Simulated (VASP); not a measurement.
# Hf (P6/mmm) in VASP: notebook, part 2 of 2

VASP 6.6.1. Earlier steps stand in the parts before.

## (5) Single point, BLYP

This run uses another cell than the first one, of 22.94 Å³/atom, 0.962 times its volume.

INCAR reads:

```
SYSTEM = Hf
PREC     = Accurate       ! precision mode
ENCUT    = 520            ! plane-wave cutoff, eV
EDIFF    = 1E-6           ! SCF threshold, eV
ISMEAR   = -1             ! smearing method
SIGMA    = 0.1            ! smearing width, eV
LREAL    = .False.        ! projectors in reciprocal space
LASPH    = .True.         ! aspherical terms in the spheres
NELM     = 60             ! most SCF steps
ALGO     = Normal         ! electronic algorithm
ISIF     = 2              ! what is computed and relaxed
LWAVE    = .False.        ! write WAVECAR
LCHARG   = .False.        ! write CHGCAR
GGA      = B5             ! functional
ALDAX    = 1.0          
AGGAX    = 1.0          
AGGAC    = 1.0          
ALDAC    = 0.0          
NBANDS   = 22             ! bands
```

KPOINTS reads:

```
Automatic mesh
0
Gamma
  10 10 13
  0 0 0
```

POSCAR reads:

```
Hf
1.0
    5.0383995173      0.0000000000      0.0000000000
   -2.5191997586      4.3633819764      0.0000000000
    0.0000000000      0.0000000000      3.1304883293
Hf
3
Direct
    1.0000000000      0.0000000000      0.0000000000
    0.3333333333      0.6666666667      0.5000000000
    0.6666666667      0.3333333333      0.5000000000
```

Potentials or basis: VASP PAW PBE potentials, release 64 (Hf_pv).

Run with:

```
cat potpaw_PBE.64/Hf_pv/POTCAR > POTCAR
mpirun -np 1 vasp_std > vasp.out
```

OUTCAR:

```text
SYSTEM = Hf
   PREC = Accurate
   ENCUT = 520
   EDIFF = 1E-6
   ISMEAR = -1
   LREAL = .False.
   LASPH = .True.
   NELM = 60
   ISIF = 2
   GGA = B5

 ion  position               nearest neighbor table
   1  0.000  0.000  0.000-   2 3.30   3 3.30   2 3.30   3 3.30   2 3.30   2 3.30   3 3.30   3 3.30
                             3 3.30   3 3.30   2 3.30   2 3.30
   2  0.333  0.667  0.500-   3 2.91   3 2.91   3 2.91   1 3.30   1 3.30   1 3.30   1 3.30   1 3.30
                             1 3.30
   3  0.667  0.333  0.500-   2 2.91   2 2.91   2 2.91   1 3.30   1 3.30   1 3.30   1 3.30   1 3.30
                             1 3.30

  LATTYP: Found a hexagonal cell.
 ALAT       =     5.0383995173
 C/A-ratio  =     0.6213259426

  Lattice vectors:

 A1 = (   5.0383995173,   0.0000000000,   0.0000000000)
 A2 = (  -2.5191997586,   4.3633819764,   0.0000000000)
 A3 = (   0.0000000000,   0.0000000000,   3.1304883293)

Analysis of symmetry for initial positions (statically):
=====================================================================
 Subroutine PRICEL returns:
 Original cell was already a primitive cell.

 Routine SETGRP: Setting up the symmetry group for a
 hexagonal supercell.

 Subroutine GETGRP returns: Found 24 space group operations
 (whereof 24 operations were pure point group operations)
 out of a pool of 24 trial point group operations.

The static configuration has the point symmetry D_6h.

Analysis of symmetry for dynamics (positions and initial velocities):
=====================================================================
 Subroutine PRICEL returns:
 Original cell was already a primitive cell.

 Routine SETGRP: Setting up the symmetry group for a
 hexagonal supercell.

 Subroutine GETGRP returns: Found 24 space group operations
 (whereof 24 operations were pure point group operations)
 out of a pool of 24 trial point group operations.
[... 118 lines left out ...]
   ISMEAR =    -1;   SIGMA  =   0.10  broadening in eV -4-tet -1-fermi 0-gaus
   EFERMI_NEDOS =   21; number of points for ismear=-14 and -15
   IALGO  =     38    algorithm
   IMIX   =      4    mixing-type and parameters
     AMIX     =   0.40;   BMIX     =  1.00
     AMIX_MAG =   1.60;   BMIX_MAG =  1.00
  volume/ion in A,a.u.               =      22.94       154.81
  Fermi-wavevector in a.u.,A,eV,Ry     =   1.241288  2.345694 20.963806  1.540796
  Thomas-Fermi vector in A             =   2.375692
   LORBIT       =      0    0 simple, 1 ext, 2 COOP (PROOUT), +10 PAW based schemes
   GGA     = B5    functional components
   LHFCALC =     F    Hartree Fock is set to
   AEXX    =    0.0000 exact exchange contribution
   IVDW    =     0    specifies the selected vdW correction
   LEPSILON=     F    determine dielectric tensor
   LRPA    =     F    only Hartree local field effects (RPA)
 non-spin polarized calculation
  energy-cutoff  :      520.00
  volume of cell :       68.82
 maximum number of plane-waves:      1878
 NGX is ok and might be reduce to    40
   NGX = 19   NGY = 19   NGZ = 11

 number of electron      30.0000000 magnetization

 Free energy of the ion-electron system (eV)
  ---------------------------------------------------
  ext. energy  EPLUGINS =         0.00000000
  ---------------------------------------------------
  free energy    TOTEN  =       -25.76570440 eV

  energy without entropy =      -25.67095366  energy(sigma->0) =      -25.71832903

 E-fermi :   5.0671     XC(G=0): -10.5928

 val. band max:        5.0595095382   @ k =   0.3000   0.3000   0.3846
 cond. band min:       5.0680281740   @ k =   0.4000   0.1000   0.3846
 fundamental gap:      0.0085186358
 Fermi energy:         5.0670942425

 k-point     1 :       0.0000    0.0000    0.0000
  band No.  band energies     occupation
      1     -25.6668      2.00000
      2     -25.6668      2.00000
      3     -25.5389      2.00000
      4     -25.5389      2.00000
      5     -25.2807      2.00000
      6     -25.0187      2.00000
[... 589 lines left out ...]
     21       8.0829      0.00000
     22       8.9184      0.00000

 [... further k-points ...]

------------------------ aborting loop because EDIFF is reached ----------------------------------------

  FORCE on cell =-STRESS in cart. coord.  units (eV):
  Direction    XX          YY          ZZ          XY          YZ          ZX
  --------------------------------------------------------------------------------------
  -------------------------------------------------------------------------------------
  Total       -0.0065087     -0.0065087      0.0433899     -0.0000000     -0.0000000      0.0000000
  in kB       -0.1515224     -0.1515224      1.0101154     -0.0000000     -0.0000000      0.0000000
  external PRESSURE =       0.2356902 kB  Pullay stress =       0.0000000 kB

 VOLUME and BASIS-vectors are now :
 -----------------------------------------------------------------------------
  energy-cutoff  :      520.00
  volume of cell :       68.82
      direct lattice vectors                 reciprocal lattice vectors
     5.038399517  0.000000000  0.000000000     0.198475726  0.114590014  0.000000000
    -2.519199759  4.363381976  0.000000000     0.000000000  0.229180027  0.000000000
     0.000000000  0.000000000  3.130488329     0.000000000  0.000000000  0.319438980

 POSITION                                       TOTAL-FORCE (eV/Angst)
 -----------------------------------------------------------------------------------
      0.00000      0.00000      0.00000        -0.000000      0.000000      0.000000
     -0.00000      2.90892      1.56524         0.000000      0.000000      0.000000
      2.51920      1.45446      1.56524        -0.000000      0.000000      0.000000
 -----------------------------------------------------------------------------------
    total drift:                                0.000000     -0.000000      0.000000

  FREE ENERGIE OF THE ION-ELECTRON SYSTEM (eV)
  ---------------------------------------------------
  free  energy   TOTEN  =       -25.7657043962 eV

  energy  without entropy=      -25.6709536644  energy(sigma->0) =      -25.71832903
```

OSZICAR:

```text
N       E                     dE             d eps       ncg     rms          rms(c)
DAV:   1     0.986443921079E+02    0.98644E+02   -0.16445E+04  4344   0.129E+03
DAV:   2    -0.213390755787E+02   -0.11998E+03   -0.11405E+03  4964   0.296E+02
DAV:   3    -0.267312555158E+02   -0.53922E+01   -0.50735E+01  6002   0.381E+01
DAV:   4    -0.268259501764E+02   -0.94695E-01   -0.94413E-01  5200   0.504E+00
DAV:   5    -0.268281600592E+02   -0.22099E-02   -0.22093E-02  5812   0.663E-01    0.730E+01
DAV:   6    -0.260212416749E+02    0.80692E+00   -0.81705E-01  4866   0.594E+00    0.424E+01
DAV:   7    -0.257873142782E+02    0.23393E+00   -0.13112E+00  4686   0.674E+00    0.262E+00
DAV:   8    -0.257724785384E+02    0.14836E-01   -0.10930E-01  5884   0.217E+00    0.243E+00
DAV:   9    -0.257663405890E+02    0.61379E-02   -0.49372E-02  5250   0.139E+00    0.128E+00
DAV:  10    -0.257656773525E+02    0.66324E-03   -0.36223E-03  5312   0.412E-01    0.783E-02
DAV:  11    -0.257657028179E+02   -0.25465E-04   -0.20738E-04  5428   0.985E-02    0.587E-02
DAV:  12    -0.257657040574E+02   -0.12395E-05   -0.37871E-05  5186   0.424E-02    0.171E-02
DAV:  13    -0.257657043962E+02   -0.33874E-06   -0.21203E-06  4776   0.945E-03
   1 F= -.25765704E+02 E0= -.25718329E+02  d E =-.947507E-01
```

stdout:

```text
POSCAR found type information on POSCAR Hf
 POSCAR found :  1 types and       3 ions
 scaLAPACK will be used
 -----------------------------------------------------------------------------
|                                                                             |
|                                                                             |
|     You enforced a specific xc type in the INCAR file but a different       |
|     I HOPE YOU KNOW WHAT YOU ARE DOING!                                     |
|                                                                             |
 -----------------------------------------------------------------------------

 LDA part: xc-table for (Slater(with rela. corr.)+VWN5), standard interpolation
 POSCAR, INCAR and KPOINTS ok, starting setup
 FFT: planning ... GRIDC
 FFT: planning ... GRID_SOFT
 FFT: planning ... GRID
 WAVECAR not read
 entering main loop
```

Run time: 59 s. Hardware: 1 thread of Intel Xeon 6975P-C (Granite Rapids), shared host; peak memory 0.26 GiB.

What came out:

```
Free energy            : -25.7657 eV
Pressure               : 0.0 GPa
Band gap on the k mesh : zero (band 15 reaches 5.38 eV, above the bottom of band 16 at 4.53 eV)
```

Stress tensor (GPa, compression positive):
```
-0.02  0.00  0.00
 0.00 -0.02  0.00
 0.00  0.00  0.10
```

Levels at points of the mesh, in eV from the Fermi level:
| k point | band 11 | band 12 | band 13 | band 14 | band 15 | band 16 | band 17 | band 18 | band 19 | band 20 |
| --- | --- | --- | --- | --- | --- | --- | --- | --- | --- | --- |
| (0.00, 0.00, 0.00) | -2.37 | -0.64 | -0.58 | -0.58 | -0.54 | -0.54 | 1.00 | 1.98 | 1.98 | 2.68 |
| (0.50, 0.00, 0.00) | -4.32 | -3.37 | -0.42 | -0.40 | -0.36 | 0.18 | 0.80 | 1.14 | 1.48 | 2.80 |

Caveat: the PAW data sets were made with another functional, which shifts forces and pressure a little; spin-orbit coupling is left out, which moves the levels of the heavy elements.

## (6) Relaxation of cell and atoms, BLYP

This run uses another cell than the first one, of 22.38 Å³/atom, 0.938 times its volume.

INCAR reads:

```
SYSTEM = Hf
PREC = Accurate
ENCUT = 600
EDIFF = 1E-6
ISMEAR = -1
SIGMA = 0.1
LREAL = .False.
LASPH = .True.
NELM = 80
ALGO = Normal
ISIF = 3
LWAVE = .False.
LCHARG = .False.
GGA = B5
ALDAX = 1.0
AGGAX = 1.0
AGGAC = 1.0
ALDAC = 0.0
IBRION = 2
NSW = 80
EDIFFG = -0.01
```

KPOINTS reads:

```
Automatic mesh
0
Gamma
  7 7 10
  0 0 0
```

POSCAR reads:

```
Hf
1.0
    5.0195555627      0.0000000000      0.0000000000
   -2.5097777813      4.3470626330      0.0000000000
    0.0000000000      0.0000000000      3.0769875599
Hf
3
Direct
    0.0000000000      0.0000000000      0.0000000000
    0.3333333333      0.6666666667      0.5000000000
    0.6666666667      0.3333333333      0.5000000000
```

Potentials or basis: VASP PAW PBE potentials, release 64 (Hf_pv).

Run with:

```
cat potpaw_PBE.64/Hf_pv/POTCAR > POTCAR
mpirun -np 1 vasp_std > vasp.out
```

It took 2.4 min on 1 thread of Intel Xeon 6975P-C (Granite Rapids), shared host; peak memory 0.24 GiB.

The run converged. Its results:

```yaml
Free_energy: -25.7672 eV
Relaxed_volume: 22.93 Å³/atom
Relaxed_cell: a = 5.037 Å, b = 5.037 Å, c = 3.131 Å, α = 90.00°, β = 90.00°, γ = 120.00°
Space_group_after_relaxing_to_0.05_Å: P6/mmm (No. 191)
Energy_gained_by_relaxing: 6.2 meV/atom
Ionic_steps: 6
Pressure_after_relaxing: 0.1 GPa
Band_gap_on_the_k_mesh: zero (band 15 reaches 5.41 eV, above the bottom of band 16 at 4.53 eV)
```

Step by step:
```tsv
step	energy change (eV)	largest force (eV/Å)	pressure (GPa)	volume (Å³)
1	0.0000	0.0000	2.65	67.14
2	-0.0011	0.0000	-2.72	70.79
3	-0.0177	0.0000	-0.22	68.96
4	-0.0177	0.0000	-0.17	68.92
5	-0.0185	0.0000	0.07	68.77
6	-0.0185	0.0000	0.05	68.78
```

Final structure:
```xyz
3
Lattice="5.0367 0.0000 0.0000 -2.5183 4.3619 0.0000 0.0000 0.0000 3.1308" Properties=species:S:1:pos:R:3 pbc="T T T"
Hf    0.0000    0.0000    0.0000
Hf    0.0000    2.9079    1.5654
Hf    2.5183    1.4540    1.5654
```

Levels at points of the mesh, in eV from the Fermi level:
```csv
k point,band 11,band 12,band 13,band 14,band 15,band 16,band 17,band 18,band 19
"(0.00, 0.00, 0.00)",-2.38,-0.63,-0.58,-0.58,-0.54,-0.54,1.00,1.98,1.98
"(0.00, 0.00, 0.50)",-2.35,-2.35,-2.05,-1.80,-1.80,1.37,1.37,1.87,1.87
```

Caveat: the PAW data sets were made with another functional, which shifts forces and pressure a little; spin-orbit coupling is left out, which moves the levels of the heavy elements.

## (7) Summary

```tsv
task	cell	k mesh	cutoff (eV)	gap on the mesh (eV)	pressure (GPa)
single point	a = 5.105, b = 5.105, c = 3.172 Å, angles 90.0, 90.0, 120.0°, 3 atoms	8 × 8 × 11	520	none	-3.7
single point	a = 5.169, b = 5.169, c = 3.212 Å, angles 90.0, 90.0, 120.0°, 3 atoms	8 × 8 × 11	520	none	-6.7
single point	a = 5.232, b = 5.232, c = 3.251 Å, angles 90.0, 90.0, 120.0°, 3 atoms	8 × 8 × 11	520	none	-9.3
single point	a = 5.038, b = 5.038, c = 3.130 Å, angles 90.0, 90.0, 120.0°, 3 atoms	10 × 10 × 13	520	none	0.0
relaxation of cell and atoms	relaxed from a = 5.020, b = 5.020, c = 3.077 Å, angles 90.0, 90.0, 120.0°, 3 atoms	7 × 7 × 10	600	none	0.1
```

Alike in all rows: level BLYP; potentials or basis VASP PAW PBE potentials, release 64 (Hf_pv); no spin polarisation; smearing fermi-dirac 0.1 eV.

Caveats: the PAW data sets were made with another functional, which shifts forces and pressure a little; spin-orbit coupling is left out, which moves the levels of the heavy elements.

Absolute energies hang on the potentials; compare differences alone.
